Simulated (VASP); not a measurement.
# WC (P-6m2) in VASP: relaxation of shape and atoms at fixed volume with PBE

Aim: the relaxation of shape and atoms at fixed volume of WC with PBE.

Everything below comes from runs of VASP 6.6.1. Logs are shortened: lines on timing, memory, paths and dates and some standing lists are left out, and cuts for length are marked.

## (1) The cell of the first run

The structure is hexagonal, space group P-6m2 (No. 187). The conventional cell has a = 2.991 Å, b = 2.991 Å, c = 2.905 Å, α = 90.00°, β = 90.00°, γ = 120.00°. W (site symmetry -6m2) has 6 C at 2.26 Å and 8 W at 2.91 to 2.99 Å within 3.0 Å. C (site symmetry -6m2) has 6 W at 2.26 Å and 8 C at 2.91 to 2.99 Å within 3.0 Å.

## (2) Relaxation of shape and atoms at fixed volume, PBE, non-collinear spin, zero start, spin-orbit coupling (volume scaled by 1.070)

The input, INCAR:

```
  PREC = Accurate
  ENCUT = 600
  EDIFF = 1E-7
  ISMEAR = 0
  SIGMA = 0.05
  LREAL = False
  LASPH = True
  NELM = 150
  ALGO = Normal
  ISIF = 4
  LWAVE = False
  LCHARG = False
  LNONCOLLINEAR = True
  MAGMOM = 0 0 0 0 0 0
  LORBIT = 11
  LSORBIT = True
  GGA_COMPAT = False
  LORBMOM = True
  LMAXMIX = 4
  GGA = PE
  IBRION = 2
  NSW = 60
  EDIFFG = -0.01
```

The input, KPOINTS:

```
regular mesh
0
Gamma
  14 14 12
```

The input, POSCAR:

```
WC
1.0
    2.9908816084      0.0000000000      0.0000000000
   -1.4954408042      2.5901794525      0.0000000000
    0.0000000000      0.0000000000      2.9051170055
W C
1 1
Direct
    0.0000000000      0.0000000000      0.0000000000
    0.6666666667      0.3333333333      0.5000000000
```

Potentials or basis: VASP PAW PBE potentials, release 64 (W_sv, C).

Command:

```console
$ cat potpaw_PBE.64/W_sv/POTCAR potpaw_PBE.64/C/POTCAR > POTCAR
$ mpirun -np 1 vasp_ncl > vasp.out
```

OUTCAR:

```text
PREC = Accurate
   ENCUT = 600
   EDIFF = 1E-7
   ISMEAR = 0
   LREAL = False
   LASPH = True
   NELM = 150
   ISIF = 4
   LNONCOLLINEAR = True
   LORBIT = 11
   LSORBIT = True
   GGA = PE
   IBRION = 2
   NSW = 60
   EDIFFG = -0.01

 ion  position               nearest neighbor table
   1  0.000  0.000  0.000-   2 2.26   2 2.26   2 2.26   2 2.26   2 2.26   2 2.26
   2  0.667  0.333  0.500-   1 2.26   1 2.26   1 2.26   1 2.26   1 2.26   1 2.26

  LATTYP: Found a hexagonal cell.
 ALAT       =     2.9908816084
 C/A-ratio  =     0.9713246413

  Lattice vectors:

 A1 = (   2.9908816084,   0.0000000000,   0.0000000000)
 A2 = (  -1.4954408042,   2.5901794525,   0.0000000000)
 A3 = (   0.0000000000,   0.0000000000,   2.9051170055)

Analysis of symmetry for initial positions (statically):
=====================================================================
 Subroutine PRICEL returns:
 Original cell was already a primitive cell.

 Routine SETGRP: Setting up the symmetry group for a
 hexagonal supercell.

 Subroutine GETGRP returns: Found 12 space group operations
 (whereof 12 operations were pure point group operations)
 out of a pool of 24 trial point group operations.

The static configuration has the point symmetry D_3h.

Analysis of symmetry for dynamics (positions and initial velocities):
=====================================================================
 Subroutine PRICEL returns:
 Original cell was already a primitive cell.

 Routine SETGRP: Setting up the symmetry group for a
 hexagonal supercell.

 Subroutine GETGRP returns: Found 12 space group operations
 (whereof 12 operations were pure point group operations)
 out of a pool of 24 trial point group operations.

The dynamic configuration has the point symmetry D_3h.

Analysis of structural, dynamic, and magnetic symmetry:
=====================================================================
 Subroutine PRICEL returns:
 Original cell was already a primitive cell.

 Routine SETGRP: Setting up the symmetry group for a
 hexagonal supercell.

 Subroutine GETGRP returns: Found 12 space group operations
 (whereof 12 operations were pure point group operations)
 out of a pool of 24 trial point group operations.

The overall configuration has the point symmetry D_3h.

 Subroutine INISYM returns: Found 12 space group operations
 (whereof 12 operations are pure point group operations),
 and found     1 'primitive' translations

----------------------------------------------------------------------------------------

                                     Primitive cell

  volume of cell :      22.5057

  direct lattice vectors                    reciprocal lattice vectors
     2.990881608  0.000000000  0.000000000     0.334349577  0.193036818  0.000000000
    -1.495440804  2.590179453  0.000000000     0.000000000  0.386073636  0.000000000
     0.000000000  0.000000000  2.905117006     0.000000000  0.000000000  0.344220215

  length of vectors
     2.990881608  2.990881608  2.905117006     0.386073636  0.386073636  0.344220215

  position of ions in fractional coordinates (direct lattice)
     0.000000000  0.000000000  0.000000000
     0.666666667  0.333333333  0.500000000

  ion indices of the primitive-cell ions
   primitive index   ion index
                 1           1
                 2           2

----------------------------------------------------------------------------------------

 KPOINTS: regular mesh

Automatic generation of k-mesh.
 Grid dimensions read from file:
 generate k-points for:   14   14   12

 Generating k-lattice:

  Cartesian coordinates                     Fractional coordinates (reciprocal lattice)
     0.023882113  0.013788344  0.000000000     0.071428571  0.000000000  0.000000000
     0.000000000  0.027576688  0.000000000     0.000000000  0.071428571  0.000000000
     0.000000000  0.000000000  0.028685018     0.000000000  0.000000000  0.083333333

  Length of vectors
     0.027576688  0.027576688  0.028685018

  Shift w.r.t. Gamma in fractional coordinates (k-lattice)
     0.000000000  0.000000000  0.000000000

 Subroutine IBZKPT returns following result:
 ===========================================

 Found    280 irreducible k-points:

 Following reciprocal coordinates:
            Coordinates               Weight
  0.000000  0.000000  0.000000      1.000000
  0.071429 -0.000000  0.000000      3.000000
 -0.071429  0.000000  0.000000      3.000000
  0.142857  0.000000  0.000000      3.000000
[... 52 lines left out ...]
   EMIN   =  10.00;   EMAX   =-10.00  energy-range for DOS
   EFERMI =   0.00;   METHOD = LEGACY
   ISMEAR =     0;   SIGMA  =   0.05  broadening in eV -4-tet -1-fermi 0-gaus
   EFERMI_NEDOS =   21; number of points for ismear=-14 and -15
   IALGO  =     38    algorithm
   IMIX   =      4    mixing-type and parameters
     AMIX     =   0.40;   BMIX     =  1.00
     AMIX_MAG =   1.60;   BMIX_MAG =  1.00
  volume/ion in A,a.u.               =      11.25        75.94
  Fermi-wavevector in a.u.,A,eV,Ry     =   1.519619  2.871664 31.419151  2.309242
  Thomas-Fermi vector in A             =   2.628580
   LORBIT       =     11    0 simple, 1 ext, 2 COOP (PROOUT), +10 PAW based schemes
   GGA     = PE    functional components
   LHFCALC =     F    Hartree Fock is set to
   AEXX    =    0.0000 exact exchange contribution
   IVDW    =     0    specifies the selected vdW correction
   LEPSILON=     F    determine dielectric tensor
   LRPA    =     F    only Hartree local field effects (RPA)
 conjugate gradient relaxation of ions
 Gauss-broadening in eV      SIGMA  =   0.05
  energy-cutoff  :      600.00
  volume of cell :       22.51
 maximum number of plane-waves:      1548
   NGX = 11   NGY = 11   NGZ = 11

--------------------------------------- Ionic step        1  -------------------------------------------

 number of electron      18.0000000 magnetization       0.0000000      0.0000000      0.0000000

 number of electron      17.9999999 magnetization      -0.0000000     -0.0000000     -0.0000000

 number of electron      17.9999999 magnetization       0.0000000      0.0000000     -0.0000000

 number of electron      17.9999999 magnetization       0.0000000     -0.0000000     -0.0000000

 Free energy of the ion-electron system (eV)
  ---------------------------------------------------
  ext. energy  EPLUGINS =         0.00000000
  ---------------------------------------------------
  free energy    TOTEN  =       -23.11236691 eV

  energy without entropy =      -23.11197728  energy(sigma->0) =      -23.11217210

------------------------ aborting loop because EDIFF is reached ----------------------------------------

  FORCE on cell =-STRESS in cart. coord.  units (eV):
  Direction    XX          YY          ZZ          XY          YZ          ZX
  --------------------------------------------------------------------------------------
  -------------------------------------------------------------------------------------
  Total       -2.8485994     -2.8485994     -3.0594818      0.0000000      0.0000000      0.0000000
  in kB     -202.7912697   -202.7912697   -217.8039536      0.0000000      0.0000000      0.0000000
  external PRESSURE =    -207.7954977 kB  Pullay stress =       0.0000000 kB
[... 67 lines left out ...]
 number of electron      17.9999999 magnetization       0.0000000     -0.0000000     -0.0000000

 number of electron      17.9999999 magnetization      -0.0000000     -0.0000000     -0.0000000

 Free energy of the ion-electron system (eV)
  ---------------------------------------------------
  ext. energy  EPLUGINS =         0.00000000
  ---------------------------------------------------
  free energy    TOTEN  =       -23.11253663 eV

  energy without entropy =      -23.11215006  energy(sigma->0) =      -23.11234335

 E-fermi :   9.9490     XC(G=0): -13.3515

 val. band max:        9.9408001397   @ k =   0.0000   0.0000   0.3333
 cond. band min:       9.9586510483   @ k =   0.0714   0.0714   0.5000
 fundamental gap:      0.0178509086
 Fermi energy:         9.9489817526

 k-point     1 :       0.0000    0.0000    0.0000
  band No.  band energies     occupation
      1     -64.2395      1.00000
      2     -64.2395      1.00000
      3     -34.1641      1.00000
      4     -34.1641      1.00000
      5     -25.3536      1.00000
      6     -25.3536      1.00000
[... 685 lines left out ...]
     25      16.5661      0.00000
     26      16.6924      0.00000

 [... further k-points ...]
[... 5 lines left out ...]
  --------------------------------------------------------------------------------------
  -------------------------------------------------------------------------------------
  Total       -2.9078904     -2.9078904     -2.9047439      0.0000000     -0.0000000     -0.0000000
  in kB     -207.0121885   -207.0121885   -206.7881839      0.0000000     -0.0000000     -0.0000000
  external PRESSURE =    -206.9375203 kB  Pullay stress =       0.0000000 kB
[... 17 lines left out ...]
  FREE ENERGIE OF THE ION-ELECTRON SYSTEM (eV)
  ---------------------------------------------------
  free  energy   TOTEN  =       -23.1125366331 eV

  energy  without entropy=      -23.1121500619  energy(sigma->0) =      -23.11234335

 reached required accuracy - stopping structural energy minimisation

 orbital moment (x)

 # of ion     p       d       tot
 ----------------------------------------
  1         0.000   0.000   0.000
  2        -0.000   0.000  -0.000
 ----------------------------------------
           -0.000   0.000   0.000

 orbital moment (y)

 # of ion     p       d       tot
 ----------------------------------------
  1         0.000   0.000   0.000
  2        -0.000   0.000  -0.000
 ----------------------------------------
           -0.000   0.000   0.000

 orbital moment (z)

 # of ion     p       d       tot
 ----------------------------------------
  1        -0.000   0.000  -0.000
  2         0.000   0.000   0.000
 ----------------------------------------
           -0.000   0.000  -0.000

 Spin-Orbit-Coupling matrix elements

 Ion:    1  E_soc:     -1.5029566
 l=   1
     0.0000000    -0.2183390    -0.2221859
    -0.2183390     0.0000000    -0.2183390
    -0.2221859    -0.2183390     0.0000000
 l=   2
     0.0000000    -0.0059694     0.0000000    -0.0059694    -0.0292506
    -0.0059694     0.0000000    -0.0170923    -0.0053016    -0.0059694
     0.0000000    -0.0170923     0.0000000    -0.0170923     0.0000000
    -0.0059694    -0.0053016    -0.0170923     0.0000000    -0.0059694
    -0.0292506    -0.0059694     0.0000000    -0.0059694     0.0000000
 l=   3
     0.0000000     0.0000000     0.0000000     0.0000000     0.0000000     0.0000000     0.0000000
     0.0000000     0.0000000     0.0000000     0.0000000     0.0000000     0.0000000     0.0000000
     0.0000000     0.0000000     0.0000000     0.0000000     0.0000000     0.0000000     0.0000000
     0.0000000     0.0000000     0.0000000     0.0000000     0.0000000     0.0000000     0.0000000
     0.0000000     0.0000000     0.0000000     0.0000000     0.0000000     0.0000000     0.0000000
     0.0000000     0.0000000     0.0000000     0.0000000     0.0000000     0.0000000     0.0000000
     0.0000000     0.0000000     0.0000000     0.0000000     0.0000000     0.0000000     0.0000000

 Ion:    2  E_soc:     -0.0002895
 l=   1
     0.0000000    -0.0000496    -0.0000456
    -0.0000496     0.0000000    -0.0000496
    -0.0000456    -0.0000496     0.0000000
 l=   2
     0.0000000     0.0000000     0.0000000     0.0000000     0.0000000
     0.0000000     0.0000000     0.0000000     0.0000000     0.0000000
     0.0000000     0.0000000     0.0000000     0.0000000     0.0000000
     0.0000000     0.0000000     0.0000000     0.0000000     0.0000000
     0.0000000     0.0000000     0.0000000     0.0000000     0.0000000
 l=   3
     0.0000000     0.0000000     0.0000000     0.0000000     0.0000000     0.0000000     0.0000000
     0.0000000     0.0000000     0.0000000     0.0000000     0.0000000     0.0000000     0.0000000
     0.0000000     0.0000000     0.0000000     0.0000000     0.0000000     0.0000000     0.0000000
     0.0000000     0.0000000     0.0000000     0.0000000     0.0000000     0.0000000     0.0000000
     0.0000000     0.0000000     0.0000000     0.0000000     0.0000000     0.0000000     0.0000000
     0.0000000     0.0000000     0.0000000     0.0000000     0.0000000     0.0000000     0.0000000
     0.0000000     0.0000000     0.0000000     0.0000000     0.0000000     0.0000000     0.0000000

 total charge

# of ion       s       p       d       tot
------------------------------------------
    1        2.328   6.369   3.288  11.985
    2        0.846   1.509   0.000   2.354
--------------------------------------------------
tot          3.174   7.877   3.288  14.339

 magnetization (x)

# of ion       s       p       d       tot
------------------------------------------
    1       -0.000   0.000   0.000   0.000
    2        0.000   0.000   0.000   0.000
--------------------------------------------------
tot         -0.000   0.000   0.000   0.000

 magnetization (y)

# of ion       s       p       d       tot
------------------------------------------
    1        0.000  -0.000   0.000   0.000
    2       -0.000  -0.000   0.000  -0.000
--------------------------------------------------
tot         -0.000  -0.000   0.000   0.000

 magnetization (z)

# of ion       s       p       d       tot
------------------------------------------
    1        0.000  -0.000   0.000  -0.000
    2        0.000  -0.000   0.000  -0.000
--------------------------------------------------
tot          0.000  -0.000   0.000  -0.000
```

It took 8.8 min on 1 thread of Intel Xeon Platinum 8259CL at 2.50GHz (Skylake/Cascade Lake), shared host; peak memory 0.42 GiB.

What came out:

```
Free energy                                           : -23.1125 eV
Energy gained by relaxing                             : 0.1 meV/atom
Ionic steps                                           : 3
Pressure after relaxing                               : -20.7 GPa
Net moment                                            : 0.00 μB per cell
Valence electrons inside the program's atomic spheres : W 11.98; C 2.35
```

Step by step:
```
step  energy change (eV)  largest force (eV/Å)  pressure (GPa)  volume (Å³)
   1              0.0000                0.0000          -20.78        22.51
   2              0.0000                0.0000          -20.59        22.51
   3             -0.0002                0.0000          -20.69        22.51
```

Final structure:
```cif
data_structure
_symmetry_space_group_name_H-M 'P 1'
_symmetry_Int_Tables_number 1
_cell_length_a 2.9933
_cell_length_b 2.9933
_cell_length_c 2.9004
_cell_angle_alpha 90.000
_cell_angle_beta 90.000
_cell_angle_gamma 120.000
_cell_volume 22.51
loop_
_atom_site_label
_atom_site_type_symbol
_atom_site_fract_x
_atom_site_fract_y
_atom_site_fract_z
_atom_site_occupancy
W1 W 0.00000 0.00000 0.00000 1
C1 C 0.66667 0.33333 0.50000 1
```

Moments on the atoms (μB; x, y, z):
```
W   0.00 0.00 0.00
C   0.00 0.00 0.00
```

Caveat: the cell differs from its parent crystal (volume scaled by 1.070).
